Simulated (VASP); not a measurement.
## TePb: single point with r2SCAN

TePb:

```xyz
2
Lattice="0.0000 3.1261 3.4387 3.1261 0.0000 3.4387 3.1261 3.1261 0.0000" Properties=species:S:1:pos:R:3 pbc="T T T"
Te    3.1261    3.1261    3.4387
Pb    0.0000    0.0000    0.0000
```

This cell differs from its parent crystal: ratio of the length along z to the lengths across it x 1.1, volume and fractional coordinates fixed.

| Property | Result |
| --- | --- |
| Program | VASP 6.6.1 |
| Task | single point |
| Functional | r2SCAN |
| Potentials or basis | VASP PAW PBE potentials, release 64 (Te, Pb_d) |
| Cutoff | 520 eV |
| k mesh | 8 × 8 × 8 |
| Occupations | gaussian, width 0.05 eV |
| Spin | no spin polarisation |

The pressure is 2.9 GPa and the band gap on the k mesh is 0.58 eV, direct.

Stress tensor (GPa, compression positive):
```
 6.37  0.00  0.00
 0.00  6.37  0.00
 0.00  0.00 -3.89
```

Levels at points of the mesh, in eV from the valence-band top:
| k point | band 8 | band 9 | band 10 | band 11 | band 12 | band 13 |
| --- | --- | --- | --- | --- | --- | --- |
| (0.00, 0.00, 0.00) | -2.04 | -2.04 | -1.17 | 2.85 | 4.92 | 4.92 |
| (0.50, 0.00, 0.00) | -1.46 | -1.09 | 0.00 | 0.58 | 1.31 | 1.38 |
| (0.50, 0.50, 0.00) | -4.81 | -3.09 | -3.09 | 3.58 | 5.97 | 5.97 |
| (0.50, 0.00, 0.50) | -5.04 | -3.79 | -2.76 | 3.29 | 4.37 | 6.77 |

It took 3 min on 1 thread of Intel(R) Xeon(R) 6975P-C (Granite Rapids), with other jobs on the host, peak memory 0.24 GiB.

Caveat: the PAW data sets were made with another functional, which shifts forces and pressure a little; spin-orbit coupling is left out, which moves the levels of the heavy elements. A k mesh can miss the band edges.
